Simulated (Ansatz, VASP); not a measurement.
## Two plane-wave programs on BiTe

```xyz
2
Lattice="0.0000 3.2284 3.2284 3.2284 0.0000 3.2284 3.2284 3.2284 0.0000" Properties=species:S:1:pos:R:3 pbc="T T T"
Bi    3.2284    3.2284    3.2284
Te    0.0000    0.0000    0.0000
```

Alike in both runs: task single point; functional PBE; dispersion D4; k mesh 6 × 6 × 6; occupations gaussian, width 0.05 eV; no spin polarisation.

```csv
,VASP,Ansatz
version,VASP 6.6.1,Ansatz 0.2.0
potentials or method,"VASP PAW PBE potentials, release 64 (Bi_d, Te), cutoff 520 eV","scalar-relativistic, plane waves, PAW"
valence electrons in the cell,21,31
```

|  | VASP | Ansatz | Ansatz less VASP |
| --- | --- | --- | --- |
| gap on the k mesh at the Fermi level (eV) | none | none | - |
| pressure (GPa) | -1.0 | -1.0 | +0.07 |

A gap of «none» marks a metal or a gap that the smearing closes. VASP's potentials hold 21 valence electrons a cell and Ansatz's 31, so a difference there can come from the potentials and not from the codes.

Spin-orbit coupling is off throughout.
